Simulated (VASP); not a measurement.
# Ti (I4/mmm) in VASP: notebook, part 2 of 2

VASP 6.6.1. Earlier steps stand in the parts before.

## (3) Single point, PBE (engineering shear strain xy +0.0000, normal strain along z +0.1500)

Input file INCAR:

```
PREC = Accurate
ENCUT = 520
EDIFF = 1E-6
ISMEAR = 0
SIGMA = 0.15
LREAL = False
LASPH = True
NELM = 100
ALGO = Fast
ISIF = 2
LWAVE = False
LCHARG = False
GGA = PE
NBANDS = 12
```

Input file KPOINTS:

```
Automatic mesh
0
Gamma
  20 20 20
```

Input file POSCAR:

```
Ti
1.0
   -1.6276186075      1.6276186075      1.8717613986
    1.6276186075     -1.6276186075      1.8717613986
    1.6276186075      1.6276186075     -1.8717613986
Ti
1
Direct
    0.0000000000      0.0000000000      0.0000000000
```

Potentials or basis: VASP PAW PBE potentials, release 64 (Ti_sv).

Launch:

```console
cat potpaw_PBE.64/Ti_sv/POTCAR > POTCAR
mpirun -np 1 vasp_std > vasp.out
```

OUTCAR:

```text
PREC = Accurate
   ENCUT = 520
   EDIFF = 1E-6
   ISMEAR = 0
   LREAL = False
   LASPH = True
   NELM = 100
   ISIF = 2
   GGA = PE

 ion  position               nearest neighbor table
   1  0.000  0.000  0.000-

  LATTYP: Found a body centered tetragonal cell.
 ALAT       =     3.2552372150
 C/A-ratio  =     1.1500000000

  Lattice vectors:

 A1 = (  -1.6276186075,   1.6276186075,   1.8717613986)
 A2 = (   1.6276186075,  -1.6276186075,   1.8717613986)
 A3 = (   1.6276186075,   1.6276186075,  -1.8717613986)

Analysis of symmetry for initial positions (statically):
=====================================================================
 Subroutine PRICEL returns:
 Original cell was already a primitive cell.

 Routine SETGRP: Setting up the symmetry group for a
 body centered tetragonal supercell.

 Subroutine GETGRP returns: Found 16 space group operations
 (whereof 16 operations were pure point group operations)
 out of a pool of 16 trial point group operations.

The static configuration has the point symmetry D_4h.

Analysis of symmetry for dynamics (positions and initial velocities):
=====================================================================
 Subroutine PRICEL returns:
 Original cell was already a primitive cell.

 Routine SETGRP: Setting up the symmetry group for a
 body centered tetragonal supercell.

 Subroutine GETGRP returns: Found 16 space group operations
 (whereof 16 operations were pure point group operations)
 out of a pool of 16 trial point group operations.

The dynamic configuration has the point symmetry D_4h.

 Subroutine INISYM returns: Found 16 space group operations
 (whereof 16 operations are pure point group operations),
 and found     1 'primitive' translations

----------------------------------------------------------------------------------------

                                     Primitive cell

  volume of cell :      19.8342

  direct lattice vectors                    reciprocal lattice vectors
    -1.627618608  1.627618608  1.871761399     0.000000000  0.307197274  0.267128065
     1.627618608 -1.627618608  1.871761399     0.307197274  0.000000000  0.267128065
     1.627618608  1.627618608 -1.871761399     0.307197274  0.307197274  0.000000000

  length of vectors
     2.966778623  2.966778623  2.966778623     0.407096510  0.407096510  0.434442552

  position of ions in fractional coordinates (direct lattice)
     0.000000000  0.000000000  0.000000000

  ion indices of the primitive-cell ions
   primitive index   ion index
                 1           1

----------------------------------------------------------------------------------------

 KPOINTS: Automatic mesh

Automatic generation of k-mesh.
 Grid dimensions read from file:
 generate k-points for:   20   20   20

 Generating k-lattice:

  Cartesian coordinates                     Fractional coordinates (reciprocal lattice)
     0.000000000  0.015359864  0.013356403     0.050000000  0.000000000  0.000000000
     0.015359864  0.000000000  0.013356403     0.000000000  0.050000000  0.000000000
     0.015359864  0.015359864  0.000000000     0.000000000  0.000000000  0.050000000

  Length of vectors
     0.020354825  0.020354825  0.021722128

  Shift w.r.t. Gamma in fractional coordinates (k-lattice)
     0.000000000  0.000000000  0.000000000

 Subroutine IBZKPT returns following result:
 ===========================================

 Found    641 irreducible k-points:

 Following reciprocal coordinates:
            Coordinates               Weight
  0.000000  0.000000  0.000000      1.000000
  0.050000 -0.000000  0.000000      8.000000
  0.100000 -0.000000  0.000000      8.000000
  0.150000 -0.000000  0.000000      8.000000
  0.200000 -0.000000  0.000000      8.000000
  0.250000 -0.000000  0.000000      8.000000
[... 16 lines left out ...]
 -0.400000  0.050000  0.000000     16.000000
 -0.350000  0.050000 -0.000000     16.000000
 [... further k-points ...]
   k-points           NKPTS =    641   k-points in BZ     NKDIM =    641   number of bands    NBANDS=     12
   number of dos      NEDOS =    301   number of ions     NIONS =      1
   total plane-waves  NPLWV =  13824
   dimension x,y,z NGX =    24 NGY =   24 NGZ =   24
   dimension x,y,z NGXF=    48 NGYF=   48 NGZF=   48
   ions per type =               1
   NGX,Y,Z   is equivalent  to a cutoff of  13.45, 13.45, 13.45 a.u.
   NGXF,Y,Z  is equivalent  to a cutoff of  26.90, 26.90, 26.90 a.u.
 SYSTEM =  unknown system
   PREC   = accura    normal or accurate (medium, high low for compatibility)
   ISTART =      0    job   : 0-new  1-cont  2-samecut
   ICHARG =      2    charge: 1-file 2-atom 10-const
   ISPIN  =      1    spin polarized calculation?
   LNONCOLLINEAR =      F non collinear calculations
   LSORBIT =      F    spin-orbit coupling
   LASPH  =      T    aspherical Exc in radial PAW
   ENCUT  =  520.0 eV  38.22 Ry    6.18 a.u.   5.52  5.52  5.52*2*pi/ulx,y,z
   NELM   =    100;   NELMIN=  2; NELMDL= -5     # of ELM steps
   EDIFF  = 0.1E-05   stopping-criterion for ELM
   LREAL  =      F    real-space projection
   EDIFFG = 0.1E-04   stopping-criterion for IOM
   NSW    =      0    number of steps for IOM
   IBRION =     -1    ionic relax: 0-MD 1-quasi-New 2-CG
   NFREE  =      0    steps in history (QN), initial steepest desc. (CG)
   ISIF   =      2    stress and relaxation
   ISYM   =      2    0-nonsym 1-usesym 2-fastsym
   POTIM  = 0.5000    time-step for ionic-motion
   TEBEG  =    0.0;   TEEND  =   0.0 temperature during run
   PSTRESS=    0.0 pullay stress
   NELECT =      12.0000    total number of electrons
   NUPDOWN=      -1.0000    fix difference up-down
   EMIN   =  10.00;   EMAX   =-10.00  energy-range for DOS
   EFERMI =   0.00;   METHOD = LEGACY
   ISMEAR =     0;   SIGMA  =   0.15  broadening in eV -4-tet -1-fermi 0-gaus
   EFERMI_NEDOS =   21; number of points for ismear=-14 and -15
   IALGO  =     68    algorithm
   IMIX   =      4    mixing-type and parameters
     AMIX     =   0.40;   BMIX     =  1.00
     AMIX_MAG =   1.60;   BMIX_MAG =  1.00
  volume/ion in A,a.u.               =      19.83       133.85
  Fermi-wavevector in a.u.,A,eV,Ry     =   1.384618  2.616549 26.084643  1.917167
  Thomas-Fermi vector in A             =   2.509105
   LORBIT       =      0    0 simple, 1 ext, 2 COOP (PROOUT), +10 PAW based schemes
   GGA     = PE    functional components
   LHFCALC =     F    Hartree Fock is set to
   AEXX    =    0.0000 exact exchange contribution
   IVDW    =     0    specifies the selected vdW correction
   LEPSILON=     F    determine dielectric tensor
   LRPA    =     F    only Hartree local field effects (RPA)
 non-spin polarized calculation
 RMM-DIIS sequential band-by-band and
 Gauss-broadening in eV      SIGMA  =   0.15
  energy-cutoff  :      520.00
  volume of cell :       19.83
 maximum number of plane-waves:       548
 NGX is ok and might be reduce to    24
   NGX = 11   NGY = 11   NGZ = 11

 number of electron      12.0000002 magnetization

 Free energy of the ion-electron system (eV)
  ---------------------------------------------------
  ext. energy  EPLUGINS =         0.00000000
  ---------------------------------------------------
  free energy    TOTEN  =        -7.65246529 eV

  energy without entropy =       -7.62175977  energy(sigma->0) =       -7.63711253

 E-fermi :   6.8186     XC(G=0): -10.8880

 val. band max:        6.8179006670   @ k =   0.3000   0.2000   0.0000
 cond. band min:       6.8186586594   @ k =   0.3500   0.1000   0.0000
 fundamental gap:      0.0007579925
 Fermi energy:         6.8186420140

 k-point     1 :       0.0000    0.0000    0.0000
  band No.  band energies     occupation
      1     -50.0562      2.00000
      2     -26.0403      2.00000
      3     -26.0403      2.00000
      4     -26.0266      2.00000
      5       1.1379      2.00000
      6       7.4617      0.00000
      7       7.4617      0.00000
      8       8.1951      0.00000
      9       8.5689      0.00000
     10       9.3875      0.00000
     11      22.0488      0.00000
     12      24.0253      0.00000
[... 331 lines left out ...]
 k-point    24 :      -0.3500    0.0500   -0.0000
  band No.  band energies     occupation
      1     -50.0020      2.00000
      2     -26.3557      2.00000
      3     -26.1255      2.00000
      4     -26.0425      2.00000
      5       3.7379      2.00000
      6       6.8720      0.61476
      7       7.0891      0.01077
      8       8.5140      0.00000
      9       9.3689      0.00000
     10       9.4930      0.00000
     11      16.5834      0.00000
     12      20.8112      0.00000

 [... further k-points ...]

------------------------ aborting loop because EDIFF is reached ----------------------------------------

  FORCE on cell =-STRESS in cart. coord.  units (eV):
  Direction    XX          YY          ZZ          XY          YZ          ZX
  --------------------------------------------------------------------------------------
  -------------------------------------------------------------------------------------
  Total       -1.6178779     -1.6178779     -1.2487418      0.0000000      0.0000000      0.0000000
  in kB     -130.6894552   -130.6894552   -100.8712676      0.0000000      0.0000000      0.0000000
  external PRESSURE =    -120.7500594 kB  Pullay stress =       0.0000000 kB

 VOLUME and BASIS-vectors are now :
 -----------------------------------------------------------------------------
  energy-cutoff  :      520.00
  volume of cell :       19.83
      direct lattice vectors                 reciprocal lattice vectors
    -1.627618608  1.627618608  1.871761399     0.000000000  0.307197274  0.267128065
     1.627618608 -1.627618608  1.871761399     0.307197274  0.000000000  0.267128065
     1.627618608  1.627618608 -1.871761399     0.307197274  0.307197274  0.000000000

 POSITION                                       TOTAL-FORCE (eV/Angst)
 -----------------------------------------------------------------------------------
      0.00000      0.00000      0.00000        -0.000000      0.000000     -0.000000
 -----------------------------------------------------------------------------------
    total drift:                               -0.000000     -0.000000      0.000000

  FREE ENERGIE OF THE ION-ELECTRON SYSTEM (eV)
  ---------------------------------------------------
  free  energy   TOTEN  =        -7.6524652860 eV

  energy  without entropy=       -7.6217597734  energy(sigma->0) =       -7.63711253
```

Wall time 5.2 min (1 thread of Intel Xeon 8259CL, shared host); peak memory 0.26 GiB.

What came out:

| Property | Result |
| --- | --- |
| Free energy | -7.6525 eV |
| Pressure | -12.1 GPa |
| Band gap on the k mesh | zero (bands 6 and 7 overlap by 1.35 eV) |

Levels at points of the mesh, in eV from the Fermi level:
| k point | band 2 | band 3 | band 4 | band 5 | band 6 | band 7 | band 8 | band 9 | band 10 | band 11 |
| --- | --- | --- | --- | --- | --- | --- | --- | --- | --- | --- |
| (0.00, 0.00, 0.00) | -32.86 | -32.86 | -32.85 | -5.68 | 0.64 | 0.64 | 1.38 | 1.75 | 2.57 | 15.23 |
| (0.50, 0.00, 0.00) | -33.29 | -32.97 | -32.86 | -2.22 | 0.05 | 0.56 | 1.65 | 2.71 | 3.40 | 7.09 |
| (0.50, 0.50, 0.00) | -33.27 | -33.01 | -32.90 | -2.15 | -0.92 | 1.36 | 2.79 | 2.82 | 3.56 | 8.02 |
| (0.50, 0.50, 0.50) | -33.22 | -33.11 | -33.11 | -1.90 | -1.59 | 3.12 | 3.30 | 3.30 | 5.07 | 8.62 |

Caveat: the cell differs from its parent crystal (engineering shear strain xy +0.0000, normal strain along z +0.1500); the cell stands under tension.

## (4) Single point, PBE (engineering shear strain xy +0.0000, normal strain along z -0.1500)

Input file INCAR:

```
PREC = Accurate
ENCUT = 520
EDIFF = 1E-6
ISMEAR = 0
SIGMA = 0.15
LREAL = F
LASPH = T
NELM = 60
ALGO = Normal
ISIF = 2
LWAVE = F
LCHARG = T
GGA = PE
LELF = T
LVHAR = T
NBANDS = 12
```

Input file KPOINTS:

```
regular mesh
0
Gamma
  20 20 20
```

Input file POSCAR:

```
Ti
1.0
   -1.6276186075      1.6276186075      1.3834758164
    1.6276186075     -1.6276186075      1.3834758164
    1.6276186075      1.6276186075     -1.3834758164
Ti
1
Direct
    0.0000000000      0.0000000000      0.0000000000
```

Launch:

```console
cat potpaw_PBE.64/Ti_sv/POTCAR > POTCAR
mpirun -np 1 vasp_std > vasp.out
```

Wall time 2.2 min (1 thread of Intel Xeon 8259CL, shared host); peak memory 0.22 GiB.

Results (log left out):

```
Free energy            : -7.5918 eV
Pressure               : 22.0 GPa
Band gap on the k mesh : zero (bands 6 and 7 overlap by 1.45 eV)
```

Stress tensor (GPa, compression positive):
```
21.72  0.00  0.00
 0.00 21.72  0.00
 0.00  0.00 22.56
```

Levels at points of the mesh, in eV from the Fermi level:
```csv
k point,band 2,band 3,band 4,band 5,band 6,band 7,band 8,band 9,band 10,band 11
"(0.00, 0.00, 0.00)",-31.92,-31.92,-31.86,-6.32,0.15,1.75,1.75,2.07,3.92,17.63
"(0.50, 0.00, 0.00)",-33.07,-32.27,-32.02,-2.99,-1.16,2.31,3.10,4.56,5.07,11.28
"(0.50, 0.50, 0.00)",-33.05,-32.10,-31.86,-2.87,0.63,0.90,2.01,3.19,5.03,9.91
"(0.50, 0.50, 0.50)",-32.76,-32.76,-32.38,-3.05,-2.54,4.66,4.66,4.98,8.25,8.25
```

Caveat: the cell differs from its parent crystal (engineering shear strain xy +0.0000, normal strain along z -0.1500); the cell stands under pressure.

## (5) Overview

```tsv
cell	gap on the mesh (eV)	pressure (GPa)
a = 2.916 Å, angles 112.1, 112.1, 104.2°, 1 atom	none	-8.5
a = 2.967 Å, angles 113.5, 113.5, 101.8°, 1 atom	none	-12.1
a = 2.686 Å, angles 105.4, 105.4, 118.0°, 1 atom	none	22.0
```

Alike in all rows: task single point; level PBE; potentials or basis VASP PAW PBE potentials, release 64 (Ti_sv); no spin polarisation; k mesh 20 × 20 × 20; cutoff (eV) 520; smearing gaussian 0.15 eV.

Caveats: the cell stands under tension (at least some runs); the cell stands under pressure (at least some runs).

Total energies depend on the potentials used, so only differences within one code and one set of settings carry meaning.
